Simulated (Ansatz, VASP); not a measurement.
## C: VASP beside Ansatz

```
CELL_PARAMETERS angstrom
2.54776 0.00000 0.00000
-1.27388 2.20642 0.00000
0.00000 0.00000 7.83066
ATOMIC_POSITIONS crystal
C 0.00000 0.00000 0.09294
C 0.00000 0.00000 0.59294
C 0.00000 0.00000 0.40706
C 0.00000 0.00000 0.90706
C 0.33333 0.66667 0.15554
C 0.66667 0.33333 0.65554
C 0.33333 0.66667 0.34446
C 0.66667 0.33333 0.84446
```

Change from the starting cell: mode 21 frozen in at +0.000 Å, strain +e along z and -e/2 along x and y -0.0467.

Alike in both runs: task single point; functional LDA; k mesh 12 × 12 × 4; occupations gaussian, width 0.05 eV; no spin polarisation.

|  | VASP | Ansatz |
| --- | --- | --- |
| version | VASP 6.6.1 | Ansatz 0.2.0 |
| potentials or method | VASP PAW LDA potentials, release 64 (C), cutoff 520 eV | scalar-relativistic, plane waves, PAW |
| valence electrons in the cell | 32 | 32 |

```tsv
	VASP	Ansatz	Ansatz less VASP
gap on the k mesh at the Fermi level (eV)	3.59	3.60	+0.014
least direct gap on the mesh (eV)	4.45	4.46	+0.004
pressure (GPa)	5.9	4.2	-1.71
traceless stress, the component that is largest in VASP (GPa)	64.61	64.30	-0.305
rms of the force components (eV/Å)	0.334	0.321	-0.0130
```

Ansatz warns that its potentials were made for another functional, while VASP's fit it. LDA's correlation is that of Perdew and Zunger in VASP and of Perdew and Wang (1992) in Ansatz. Atom by atom the forces differ by 0.013 eV/Å (rms over components).
